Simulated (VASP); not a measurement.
## TiCo: single point with PBE

Crystal: TiCo.

```
CELL_PARAMETERS angstrom
2.65258 0.00000 0.00000
-1.32629 2.29720 0.00000
0.00000 0.00000 4.54814
ATOMIC_POSITIONS crystal
Ti 0.00000 0.00000 0.00000
Co 0.00000 0.00000 0.50000
```

The cell was generated, and may not be a known phase.

```json
{
 "Program": "VASP 6.6.1",
 "Task": "single point",
 "Functional": "PBE",
 "Potentials or basis": "VASP PAW PBE potentials, release 64 (Ti_sv, Co)",
 "Cutoff": "520 eV",
 "k mesh": "24 × 24 × 12",
 "Occupations": "gaussian, width 0.1 eV",
 "Spin": "collinear spin, ferromagnetic start",
 "Starting moments": "[0.0, 0.86] μB"
}
```

| Property | Result |
| --- | --- |
| Pressure | -0.2 GPa |
| Net moment | 0.65 μB per cell |
| Site moments | Ti -0.07; Co +0.76 μB |
| Valence electrons inside the program's atomic spheres | Ti 10.53; Co 8.18 |

Stress tensor (GPa, compression positive):
```
-0.13  0.00  0.00
 0.00 -0.13  0.00
 0.00  0.00 -0.22
```

Levels at points of the mesh, in eV from the Fermi level:
Spin up:
```csv
k point,band 9,band 10,band 11,band 12,band 13,band 14
"(0.00, 0.00, 0.00)",-1.72,-1.06,-1.06,0.28,1.26,1.26
"(0.50, 0.00, 0.00)",-1.45,-0.29,-0.08,1.14,2.67,3.09
"(0.00, 0.00, 0.50)",-1.69,-0.82,-0.82,-0.76,1.21,1.21
"(0.50, 0.00, 0.50)",-1.35,-1.11,-0.29,1.20,2.40,4.34
```
Spin down:
```tsv
k point	band 7	band 8	band 9	band 10	band 11	band 12	band 13	band 14
(0.00, 0.00, 0.00)	-2.21	-0.74	-0.74	-0.49	-0.49	0.17	1.24	1.24
(0.50, 0.00, 0.00)	-2.38	-1.40	-0.93	-0.11	0.82	1.41	3.07	3.13
(0.00, 0.00, 0.50)	-1.51	-0.87	-0.69	-0.69	-0.19	-0.19	1.17	1.17
(0.50, 0.00, 0.50)	-2.41	-2.24	-0.80	-0.50	0.82	1.08	2.33	4.44
```

Wall time 13 min on 1 thread of Intel Xeon 8259CL (shared host), peak memory 0.48 GiB.
